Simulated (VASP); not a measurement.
# Ag2HCl2 in VASP: further runs

Runs on Ag2HCl2. Level: PBE+D3(BJ). Tasks: single point.

Program: VASP 6.6.1. These are calculated values, not measurements. Logs are shortened: lines on timing, memory, paths and dates and some standing lists are left out, and cuts for length are marked.

### Step 1. The cell of the first run

The cell holds a slab with vacuum, 5 atoms: a = 3.897 Å, b = 3.897 Å, c = 20.148 Å, α = 90.00°, β = 90.00°, γ = 90.00°.

### Step 2. Single point, PBE+D3(BJ), collinear spin

INCAR reads:

```
  PREC = Accurate
  ENCUT = 520
  EDIFF = 1E-6
  ISMEAR = 0
  SIGMA = 0.05
  LREAL = False
  LASPH = True
  NELM = 150
  ALGO = Normal
  ISIF = 2
  LWAVE = False
  LCHARG = False
  ISPIN = 2
  MAGMOM = 0 0 0 0 1
  LORBIT = 11
  LMAXMIX = 4
  LDIPOL = True
  IDIPOL = 3
  DIPOL = 0.5 0.5 0.307
  GGA = PE
  IVDW = 12
  NBANDS = 30
```

KPOINTS reads:

```
regular mesh
0
Gamma
  7 7 1
```

POSCAR reads:

```
Ag2HCl2
1.0
    3.8966246593      0.0000000000      0.0000000000
    0.0000000000      3.8966246593      0.0000000000
    0.0000000000      0.0000000000     20.1478735173
Ag Cl H
2 2 1
Direct
    0.0000000000      0.0000000000      0.1985321179
    0.5000000000      0.5000000000      0.3337564577
    0.5000000000      0.5000000000      0.1985321179
    0.0000000000      0.0000000000      0.3398807081
    0.1250000000      0.5000000000      0.4639632817
```

Potentials or basis: VASP PAW PBE potentials, release 64 (Ag, Cl, H).

The run is started by

```bash
> cat potpaw_PBE.64/Ag/POTCAR potpaw_PBE.64/Cl/POTCAR potpaw_PBE.64/H/POTCAR > POTCAR
> mpirun -np 1 vasp_std > vasp.out
```

OUTCAR:

```text
PREC = Accurate
   ENCUT = 520
   EDIFF = 1E-6
   ISMEAR = 0
   LREAL = False
   LASPH = True
   NELM = 150
   ISIF = 2
   ISPIN = 2
   LORBIT = 11
   GGA = PE
   IVDW = 12
 IVDW          = 12

 ion  position               nearest neighbor table
   1  0.000  0.000  0.199-   3 2.76   3 2.76   3 2.76   3 2.76   4 2.85
   2  0.500  0.500  0.334-   3 2.72   4 2.76   4 2.76   4 2.76   4 2.76
   3  0.500  0.500  0.199-   2 2.72   1 2.76   1 2.76   1 2.76   1 2.76
   4  0.000  0.000  0.340-   2 2.76   2 2.76   2 2.76   2 2.76   1 2.85
   5  0.125  0.500  0.464-

  LATTYP: Found a simple tetragonal cell.
 ALAT       =     3.8966246593
 C/A-ratio  =     5.1705964210

  Lattice vectors:

 A1 = (   3.8966246593,   0.0000000000,   0.0000000000)
 A2 = (   0.0000000000,   3.8966246593,   0.0000000000)
 A3 = (   0.0000000000,   0.0000000000,  20.1478735173)

Analysis of symmetry for initial positions (statically):
=====================================================================
 Subroutine PRICEL returns:
 Original cell was already a primitive cell.

 Routine SETGRP: Setting up the symmetry group for a
 simple tetragonal supercell.

 Subroutine GETGRP returns: Found  2 space group operations
 (whereof  2 operations were pure point group operations)
 out of a pool of 16 trial point group operations.

The static configuration has the point symmetry C_1h.

Analysis of symmetry for dynamics (positions and initial velocities):
=====================================================================
 Subroutine PRICEL returns:
 Original cell was already a primitive cell.

 Routine SETGRP: Setting up the symmetry group for a
 simple tetragonal supercell.

 Subroutine GETGRP returns: Found  2 space group operations
 (whereof  2 operations were pure point group operations)
 out of a pool of 16 trial point group operations.

The dynamic configuration has the point symmetry C_1h.

Analysis of structural, dynamic, and magnetic symmetry:
=====================================================================
 Subroutine PRICEL returns:
 Original cell was already a primitive cell.

 Routine SETGRP: Setting up the symmetry group for a
 simple tetragonal supercell.

 Subroutine GETGRP returns: Found  2 space group operations
 (whereof  2 operations were pure point group operations)
 out of a pool of 16 trial point group operations.

The overall configuration has the point symmetry C_1h.

 Subroutine INISYM returns: Found  2 space group operations
 (whereof  2 operations are pure point group operations),
 and found     1 'primitive' translations

----------------------------------------------------------------------------------------

                                     Primitive cell

  volume of cell :     305.9189

  direct lattice vectors                    reciprocal lattice vectors
     3.896624659  0.000000000  0.000000000     0.256632365  0.000000000  0.000000000
     0.000000000  3.896624659  0.000000000     0.000000000  0.256632365  0.000000000
     0.000000000  0.000000000 20.147873517     0.000000000  0.000000000  0.049633029

  length of vectors
     3.896624659  3.896624659 20.147873517     0.256632365  0.256632365  0.049633029

  position of ions in fractional coordinates (direct lattice)
     0.000000000  0.000000000  0.198532118
     0.500000000  0.500000000  0.333756458
     0.500000000  0.500000000  0.198532118
     0.000000000  0.000000000  0.339880708
     0.125000000  0.500000000  0.463963282

  ion indices of the primitive-cell ions
   primitive index   ion index
                 1           1
                 2           2
                 3           3
                 4           4
                 5           5

----------------------------------------------------------------------------------------

 KPOINTS: regular mesh

Automatic generation of k-mesh.
 Grid dimensions read from file:
 generate k-points for:    7    7    1

 Generating k-lattice:

  Cartesian coordinates                     Fractional coordinates (reciprocal lattice)
     0.036661766  0.000000000  0.000000000     0.142857143  0.000000000  0.000000000
     0.000000000  0.036661766  0.000000000     0.000000000  0.142857143  0.000000000
     0.000000000  0.000000000  0.049633029     0.000000000  0.000000000  1.000000000

  Length of vectors
     0.036661766  0.036661766  0.049633029

  Shift w.r.t. Gamma in fractional coordinates (k-lattice)
     0.000000000  0.000000000  0.000000000

 Subroutine IBZKPT returns following result:
 ===========================================

 Found     16 irreducible k-points:

 Following reciprocal coordinates:
            Coordinates               Weight
  0.000000  0.000000  0.000000      1.000000
  0.142857  0.000000  0.000000      2.000000
  0.000000  0.142857  0.000000      2.000000
  0.285714  0.000000  0.000000      2.000000
  0.000000  0.285714  0.000000      2.000000
  0.428571  0.000000  0.000000      2.000000
[... 8 lines left out ...]
 -0.285714  0.428571  0.000000      4.000000
  0.428571  0.428571  0.000000      4.000000
   k-points           NKPTS =     16   k-points in BZ     NKDIM =     16   number of bands    NBANDS=     30
   number of dos      NEDOS =    301   number of ions     NIONS =      5
   total plane-waves  NPLWV = 135000
   dimension x,y,z NGX =    30 NGY =   30 NGZ =  150
   dimension x,y,z NGXF=    60 NGYF=   60 NGZF=  300
   ions per type =               2   2   1
   NGX,Y,Z   is equivalent  to a cutoff of  12.80, 12.80, 12.38 a.u.
   NGXF,Y,Z  is equivalent  to a cutoff of  25.60, 25.60, 24.75 a.u.
 SYSTEM =  unknown system
   PREC   = accura    normal or accurate (medium, high low for compatibility)
   ISTART =      0    job   : 0-new  1-cont  2-samecut
   ICHARG =      2    charge: 1-file 2-atom 10-const
   ISPIN  =      2    spin polarized calculation?
   LNONCOLLINEAR =      F non collinear calculations
   LSORBIT =      F    spin-orbit coupling
   LASPH  =      T    aspherical Exc in radial PAW
   ENCUT  =  520.0 eV  38.22 Ry    6.18 a.u.   7.25  7.25 37.46*2*pi/ulx,y,z
   NELM   =    150;   NELMIN=  2; NELMDL= -5     # of ELM steps
   EDIFF  = 0.1E-05   stopping-criterion for ELM
   LREAL  =      F    real-space projection
[... 7 lines left out ...]
   TEBEG  =    0.0;   TEEND  =   0.0 temperature during run
   PSTRESS=    0.0 pullay stress
   NELECT =      37.0000    total number of electrons
   NUPDOWN=      -1.0000    fix difference up-down
   EMIN   =  10.00;   EMAX   =-10.00  energy-range for DOS
   EFERMI =   0.00;   METHOD = LEGACY
   ISMEAR =     0;   SIGMA  =   0.05  broadening in eV -4-tet -1-fermi 0-gaus
   EFERMI_NEDOS =   21; number of points for ismear=-14 and -15
   IALGO  =     38    algorithm
   IMIX   =      4    mixing-type and parameters
     AMIX     =   0.40;   BMIX     =  1.00
     AMIX_MAG =   1.60;   BMIX_MAG =  1.00
  volume/ion in A,a.u.               =      61.18       412.89
  Fermi-wavevector in a.u.,A,eV,Ry     =   0.809605  1.529932  8.918082  0.655461
  Thomas-Fermi vector in A             =   1.918627
   LORBIT       =     11    0 simple, 1 ext, 2 COOP (PROOUT), +10 PAW based schemes
   GGA     = PE    functional components
   LHFCALC =     F    Hartree Fock is set to
   AEXX    =    0.0000 exact exchange contribution
   IVDW    =    12    specifies the selected vdW correction
   LEPSILON=     F    determine dielectric tensor
   LRPA    =     F    only Hartree local field effects (RPA)
 spin polarized calculation
 Gauss-broadening in eV      SIGMA  =   0.05
  energy-cutoff  :      520.00
  volume of cell :      305.92
 maximum number of plane-waves:      8267
 NGX is ok and might be reduce to    30
   NGX = 15   NGY = 15   NGZ = 75

 dipolmoment           0.000000      0.000000     -0.000007 electrons x Angstroem

 number of electron      37.0000009 magnetization       1.0000000

 dipolmoment           0.000000      0.000000      0.036697 electrons x Angstroem

 Free energy of the ion-electron system (eV)
  ---------------------------------------------------
  ext. energy  EPLUGINS =         0.00000000
  ---------------------------------------------------
  free energy    TOTEN  =       -11.73909048 eV

  energy without entropy =      -11.73909048  energy(sigma->0) =      -11.73909048

 E-fermi :  -2.4750     XC(G=0):  -3.6006

 val. band max:       -2.7142088166   @ k =   0.4286   0.0000   0.0000
 cond. band min:      -1.7849808194   @ k =   0.0000   0.0000   0.0000
 fundamental gap:      0.9292279972
 Fermi energy:        -2.4750283830

 spin component 1

 k-point     1 :       0.0000    0.0000    0.0000
  band No.  band energies     occupation
      1     -17.7174      1.00000
      2     -17.3583      1.00000
      3      -6.6701      1.00000
      4      -6.1910      1.00000
      5      -5.7067      1.00000
      6      -5.7060      1.00000
[... 517 lines left out ...]
     29       5.9572      0.00000
     30       6.3059      0.00000
 Fermi energy:        -2.4750283830

 spin component 2

 k-point     1 :       0.0000    0.0000    0.0000
  band No.  band energies     occupation
      1     -17.7128      1.00000
      2     -17.3276      1.00000
      3      -6.6429      1.00000
      4      -5.9803      1.00000
      5      -5.7011      1.00000
      6      -5.7006      1.00000
[... 517 lines left out ...]
     29       6.3476      0.00000
     30       6.6012      0.00000

------------------------ aborting loop because EDIFF is reached ----------------------------------------

 vacuum level on the upper side and lower side of the slab       (xc-potential included)         0.132        -0.315

 Edisp (eV)   -0.91804

 E8    (eV) :    -0.3800

  FORCE on cell =-STRESS in cart. coord.  units (eV):
  Direction    XX          YY          ZZ          XY          YZ          ZX
  --------------------------------------------------------------------------------------
  -------------------------------------------------------------------------------------
  Total      -1.85897    -1.72214    -0.25662     0.00000     0.00000     0.10838
  in kB      -9.73592    -9.01929    -1.34398     0.00000     0.00000     0.56761
  external pressure =       -6.70 kB  Pullay stress =        0.00 kB

 VOLUME and BASIS-vectors are now :
 -----------------------------------------------------------------------------
  energy-cutoff  :      520.00
  volume of cell :      305.92
      direct lattice vectors                 reciprocal lattice vectors
     3.896624659  0.000000000  0.000000000     0.256632365  0.000000000  0.000000000
     0.000000000  3.896624659  0.000000000     0.000000000  0.256632365  0.000000000
     0.000000000  0.000000000 20.147873517     0.000000000  0.000000000  0.049633029

 POSITION                                       TOTAL-FORCE (eV/Angst)
 -----------------------------------------------------------------------------------
      0.00000      0.00000      4.00000        -0.000528      0.000000      0.262890
      1.94831      1.94831      6.72448        -0.017232      0.000000      0.097106
      1.94831      1.94831      4.00000         0.000350      0.000000     -0.259053
      0.00000      0.00000      6.84787        -0.024771      0.000000     -0.029945
      0.48708      1.94831      9.34787         0.042181      0.000000     -0.070999
 -----------------------------------------------------------------------------------
    total drift:                                0.000016      0.000000      0.000116

  FREE ENERGIE OF THE ION-ELECTRON SYSTEM (eV)
  ---------------------------------------------------
  free  energy   TOTEN  =       -12.6571286544 eV

  energy  without entropy=      -12.6571286544  energy(sigma->0) =      -12.65712865

 vacuum level on the upper side and lower side of the slab         2.851         2.379

 total charge

# of ion       s       p       d       tot
------------------------------------------
    1        0.192   0.121   9.369   9.682
    2        0.196   0.131   9.364   9.691
    3        1.600   3.473   0.000   5.074
    4        1.601   3.470   0.000   5.072
    5        0.378   0.000   0.000   0.378
--------------------------------------------------
tot          3.968   7.196  18.733  29.897

 magnetization (x)

# of ion       s       p       d       tot
------------------------------------------
    1        0.000   0.000   0.001   0.001
    2       -0.001   0.000   0.013   0.012
    3        0.000   0.001   0.000   0.001
    4        0.002   0.026   0.000   0.029
    5        0.372   0.000   0.000   0.372
--------------------------------------------------
tot          0.374   0.028   0.013   0.415
```

Wall time 13 min (1 thread of Oxide Virtual Turin-like, shared host); peak memory 0.56 GiB.

What came out:

| Item | Value |
| --- | --- |
| Free energy | -12.6571 eV |
| Largest force | 0.263 eV/Å |
| Band gap on the k mesh | 0.93 eV (least direct gap 2.35 eV) |
| Net moment | 1.00 μB per cell |
| Site moments | Ag +0.00, +0.01; Cl +0.00, +0.03; H +0.37 μB |
| Valence electrons inside the program's atomic spheres | Ag 9.68, 9.69; Cl 5.07; H 0.38 |
| Dispersion energy per atom | -0.184 eV |

Forces on the atoms (eV/Å):
```
Ag  -0.001  0.000  0.263
Ag  -0.017  0.000  0.097
Cl   0.000  0.000 -0.259
Cl  -0.025  0.000 -0.030
H    0.042  0.000 -0.071
```

Levels at points of the mesh, in eV from the valence-band top:
Spin up:
```csv
k point,band 16,band 17,band 18,band 19,band 20,band 21,band 22,band 23
"(0.00, 0.00, 0.00)",-1.93,-1.92,-1.85,-1.43,1.30,2.44,4.76,5.24
```
Spin down:
| k point | band 16 | band 17 | band 18 | band 19 | band 20 | band 21 |
| --- | --- | --- | --- | --- | --- | --- |
| (0.00, 0.00, 0.00) | -1.92 | -1.91 | -1.45 | 0.93 | 1.95 | 3.52 |

### Step 3. Single point, PBE+D3(BJ), collinear spin

INCAR reads:

```
SYSTEM = Ag2HCl2
ALGO = Normal ; DIPOL = 0.5 0.5 0.307
EDIFF = 1E-6 ; ENCUT = 520
GGA = PE ; IDIPOL = 3
ISIF = 2 ; ISMEAR = 0
ISPIN = 2 ; IVDW = 12
LASPH = .TRUE. ; LCHARG = .FALSE.
LDIPOL = .TRUE. ; LMAXMIX = 4
LORBIT = 11 ; LREAL = .FALSE.
LWAVE = .FALSE. ; MAGMOM = 0 0 0 0 1
NBANDS = 30 ; NELM = 150
PREC = Accurate ; SIGMA = 0.05
```

KPOINTS reads:

```
k-points
0
G
  7 7 1
  0 0 0
```

POSCAR, as its differences from that of step 2:

```diff
@@ -12,2 +12,2 @@
     0.0000000000      0.0000000000      0.3398807081
-    0.1250000000      0.5000000000      0.4639632817
+    0.0000000000      0.2500000000      0.4639632817
```

Potentials or basis: VASP PAW PBE potentials, release 64 (Ag, Cl, H).

The run is started by

```bash
> cat potpaw_PBE.64/Ag/POTCAR potpaw_PBE.64/Cl/POTCAR potpaw_PBE.64/H/POTCAR > POTCAR
> mpirun -np 1 vasp_std > vasp.out
```

Wall time 9.9 min (1 thread of Oxide Virtual Turin-like, shared host); peak memory 0.54 GiB.

It converged, with:

```
Free energy                                           : -12.6169 eV
Largest force                                         : 0.264 eV/Å
Band gap on the k mesh                                : 1.00 eV (least direct gap 2.27 eV)
Net moment                                            : 1.00 μB per cell
Site moments                                          : Ag +0.00; Cl +0.00, +0.03; H +0.37 μB
Valence electrons inside the program's atomic spheres : Ag 9.68, 9.69; Cl 5.07; H 0.38
Dispersion energy per atom                            : -0.184 eV
```

Forces in eV/Å, atoms in the order of the input:
```
Ag   0.000 -0.002  0.264
Ag   0.000 -0.001  0.055
Cl   0.000 -0.001 -0.261
Cl   0.000 -0.046 -0.088
H    0.000  0.049  0.030
```

Levels at points of the mesh, in eV from the valence-band top:
Spin up:
| k point | band 16 | band 17 | band 18 | band 19 | band 20 | band 21 | band 22 | band 23 |
| --- | --- | --- | --- | --- | --- | --- | --- | --- |
| (0.00, 0.00, 0.00) | -1.91 | -1.91 | -1.68 | -1.27 | 1.32 | 2.37 | 4.77 | 5.49 |
Spin down:
```csv
k point,band 14,band 15,band 16,band 17,band 18,band 19,band 20,band 21,band 22,band 23
"(0.00, 0.00, 0.00)",-2.31,-2.20,-1.90,-1.90,-1.45,1.00,2.08,3.43,4.80,5.83
```
